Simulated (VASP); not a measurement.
Wanted: the native input for a VASP 6.6.1 run.

* Task: single point
* Functional: PBEsol
* Potentials or basis: VASP PAW PBE potentials, release 64 (N)
* Cutoff: 520 eV
* k mesh: 2 × 2 × 2, shifted
* Occupations: fermi-dirac, width 0.05 eV
* Spin: no spin polarisation
* Dipole correction: no
* Further INCAR settings: ALGO = Normal; EDIFF = 1e-06; NBANDS = 60

The structure of N lies in POSCAR:

```
N
1.0
   -5.4615873331      3.1532489170     -5.9095682501
    5.4615873331      3.1532489170     -5.9095682501
    0.0000000000     -6.3064978340     -5.9095682501
N
18
Direct
    0.3804052705      0.0615545603      0.3975368618
    0.7534160332      0.0012557638      0.0603092297
    0.0060798808      0.3545584245      0.4156354944
    0.7320815459      0.7012026109      0.3832625934
    0.3686464098      0.3737762371      0.0048212824
   -0.1023559722      0.1167554193      0.7107042861
    0.8095012153      0.3213733438      0.5872360660
    0.0566327104      0.7297309831      0.0082845450
    0.3219403144      0.5949512376      0.7189700865
    0.9052583882      0.9174165752      0.2567255071
    0.3150578579      0.9915683254      0.9816154323
    0.6209939042      0.2417083827      0.2849651421
    0.2600376502      0.6257278568      0.3259087976
    0.9501027500      0.3088618824      0.9386861012
    0.7084331649      0.9044166647      0.6277111453
    0.3030194533      0.3392219321      0.6851322345
    0.6687256536      0.6391919319      0.8849124914
    0.8714029742      0.6817088547      0.6637790581
```

This cell differs from its parent crystal: dynamics (nvt langevin) at 450 K, volume x 1.01, from the last frame before.

The input as run:

INCAR

```
SYSTEM = N
PREC = Accurate
ENCUT = 520
EDIFF = 1E-6
ISMEAR = -1
SIGMA = 0.05
LREAL = .False.
LASPH = .True.
NELM = 120
ALGO = Normal
ISIF = 2
LWAVE = .False.
LCHARG = .False.
GGA = PS
NBANDS = 60
GGA_COMPAT = .False.
```

KPOINTS

```
Automatic mesh
0
Gamma
  2 2 2
  0.5 0.5 0.5
```

Potentials or basis: VASP PAW PBE potentials, release 64 (N).

Command:

```bash
$ cat potpaw_PBE.64/N/POTCAR > POTCAR
$ mpirun -np 1 vasp_std > vasp.out
```

Results of the run:

```json
{"Pressure": "-10.9 GPa", "Largest force": "6.468 eV/Å", "Band gap on the k mesh": "zero (bands 45 and 46 overlap by 0.01 eV)"}
```

Caveat: the k points lie up to 0.38 Å⁻¹ apart; the atoms stand as in a frame of molecular dynamics; the PAW data sets were made with another functional, which shifts forces and pressure a little.

It took 4.8 min on 1 thread of Intel(R) Xeon(R) 6975P-C (Granite Rapids) (shared host), peak memory 0.6 GiB.
